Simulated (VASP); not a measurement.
Set up this calculation in VASP 6.6.1, as the native input.

* Task: relaxation of cell and atoms
* Functional: PBE
* Potentials or basis: VASP PAW PBE potentials, release 64 (Al, B, N)
* Cutoff: 600 eV
* k mesh: 18 × 18 × 10
* Occupations: gaussian, width 0.1 eV
* Spin: no spin polarisation
* Dipole correction: no
* Further INCAR settings: ALGO = Normal; EDIFF = 1e-06; IBRION = 2; EDIFFG = -0.01; NSW = 100; ISIF = 3

The structure of AlBN lies in POSCAR:

```
AlBN
1.0
    2.6765177957      0.0000000000      0.0000000000
    0.0000000000      2.6765177957      0.0000000000
    0.0000000000      0.0000000000      4.9746189398
Al B N
1 1 1
Direct
    0.5000000000      0.5000000000      0.0000000000
    0.5000000000      0.5000000000      0.5000000000
    0.0000000000      0.0000000000      0.0000000000
```

One way to write it, as run:

INCAR

```
SYSTEM = AlBN
ALGO     = Normal         ! electronic algorithm
EDIFF    = 1E-6           ! SCF threshold, eV
EDIFFG   = -0.01          ! ionic threshold
ENCUT    = 600            ! plane-wave cutoff, eV
GGA      = PE             ! functional
IBRION   = 2              ! ionic algorithm
ISIF     = 3              ! what is computed and relaxed
ISMEAR   = 0              ! smearing method
LASPH    = .True.         ! aspherical terms in the spheres
LCHARG   = .False.        ! write CHGCAR
LREAL    = .False.        ! projectors in reciprocal space
LWAVE    = .False.        ! write WAVECAR
NELM     = 100            ! most SCF steps
NSW      = 100            ! ionic steps
PREC     = Accurate       ! precision mode
SIGMA    = 0.1            ! smearing width, eV
```

KPOINTS

```
k-points
0
Gamma
  18 18 10
  0 0 0
```

Potentials or basis: VASP PAW PBE potentials, release 64 (Al, B, N).

Command:

```console
$ cat potpaw_PBE.64/Al/POTCAR potpaw_PBE.64/B/POTCAR potpaw_PBE.64/N/POTCAR > POTCAR
$ mpirun -np 1 vasp_std > vasp.out
```

It gave:

The relaxed volume is 12.57 Å³/atom and the relaxed cell is a = 2.646 Å, b = 2.646 Å, c = 5.389 Å, α = 90.00°, β = 90.00°, γ = 90.00°. The space group after relaxing (to 0.05 Å) is P4/mmm (No. 123) and the energy gained by relaxing is 5.0 meV/atom. The ionic steps are 11. The pressure after relaxing is 0.0 GPa.

Wall time 4.9 min on 1 thread of AMD EPYC 9R45 96-Core Processor (Zen 5), on a shared host, peak memory 0.26 GiB.
